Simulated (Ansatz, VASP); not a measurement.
# Sb: VASP beside Ansatz

INCAR

```
PREC     = Accurate       # precision mode
ENCUT    = 520            # plane-wave cutoff, eV
EDIFF    = 1E-6           # SCF threshold, eV
ISMEAR   = 0              # smearing method
SIGMA    = 0.15           # smearing width, eV
LREAL    = False          # projectors in reciprocal space
LASPH    = True           # aspherical terms in the spheres
NELM     = 60             # most SCF steps
ALGO     = Normal         # electronic algorithm
ISIF     = 2              # what is computed and relaxed
LWAVE    = False          # write WAVECAR
LCHARG   = False          # write CHGCAR
GGA      = PE             # functional
NBANDS   = 8              # bands
```

The input KPOINTS:

```
Automatic mesh
0
Gamma
  16 16 16
```

The input POSCAR:

```
Sb
1.0
    3.1600000000      0.0000000000      0.0000000000
    0.0000000000      3.2074000000      0.0000000000
    0.0000000000      0.0000000000      3.1600000000
Sb
1
Direct
    0.0000000000      0.0000000000      0.0000000000
```

Input for Ansatz:

```yaml
crystal:
  lattice:
    - [3.16, 0.0, 0.0]
    - [0.0, 3.2074, 0.0]
    - [0.0, 0.0, 3.16]
  atoms:
    - { symbol: Sb, position: [0.0, 0.0, 0.0] }
basis:
  ecutwfc: 420
kpoints:
  mp_grid: { grid: [16, 16, 16] }
hamiltonian:
  xc: pbe
scf:
  occupations: { method: gaussian, width: 0.15 }
output:
  forces: true
  stress: true
  eigenvalues: true
```

Change from the starting cell: strain +0.0150 x Voigt [0, 1, 0, 0, 0, 0], atoms carried along.

Alike in both runs: task single point; functional PBE; k mesh 16 × 16 × 16; occupations gaussian, width 0.15 eV; no spin polarisation.

|  | VASP | Ansatz |
| --- | --- | --- |
| version | VASP 6.6.1 | Ansatz 0.2.0 |
| potentials or method | VASP PAW PBE potentials, release 64 (Sb), cutoff 520 eV | scalar-relativistic, plane waves, PAW |
| valence electrons in the cell | 5 | 15 |

```csv
,VASP,Ansatz,Ansatz less VASP
gap on the k mesh at the Fermi level (eV),none,none,-
pressure (GPa),-3.1,-3.1,+0.05
"traceless stress, the component that is largest in VASP (GPa)",-0.83,-0.83,+0.003
```

A gap of «none» marks a metal or a gap that the smearing closes. With one functional, cell and mesh, what is left measures potentials, basis and numerics. VASP's potentials hold 5 valence electrons a cell and Ansatz's 15, so a difference there can come from the potentials and not from the codes.

Neither program's run includes spin-orbit coupling.
